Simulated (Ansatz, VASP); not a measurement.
**SnO2 in VASP and in Ansatz**

```
Sn O
1.0
    -2.00007    2.00007    5.12368
     2.00007   -2.00007    5.12368
     2.00007    2.00007   -5.12368
Sn O
2 4
Direct
  0.00000 0.00000 0.00000
  0.75000 0.25000 0.50000
  0.54652 0.04652 0.50000
  0.20348 0.20348 0.00000
  0.95348 0.45348 0.50000
  0.79652 0.79652 0.00000
```

Alike in both runs: functional LDA; k mesh 9 × 9 × 9; occupations fermi-dirac, width 0.05 eV; no spin polarisation.

|  | VASP | Ansatz |
| --- | --- | --- |
| version | VASP 6.6.1 | Ansatz 0.2.0 |
| potentials or method | VASP PAW LDA potentials, release 64 (Sn_d, O) | Ansatz PAW |
| plane-wave cutoff (eV) | 520 | 420 |
| valence electrons in the cell | 52 | 52 |
| task | single point | band structure |

|  | VASP | Ansatz | Ansatz less VASP |
| --- | --- | --- | --- |
| gap on the k mesh at the Fermi level (eV) | 1.52 | 1.49 | -0.029 |
| least direct gap on the mesh (eV) | 1.91 | 1.88 | -0.031 |
| pressure (GPa) | -3.0 | -3.9 | -0.85 |
| traceless stress, the component that is largest in VASP (GPa) | -0.62 | -0.83 | -0.209 |
| rms of the force components (eV/Å) | 0.074 | 0.091 | +0.0161 |

LDA's correlation is that of Perdew and Zunger in VASP and of Perdew and Wang (1992) in Ansatz. Atom by atom the forces differ by 0.016 eV/Å (rms over components).
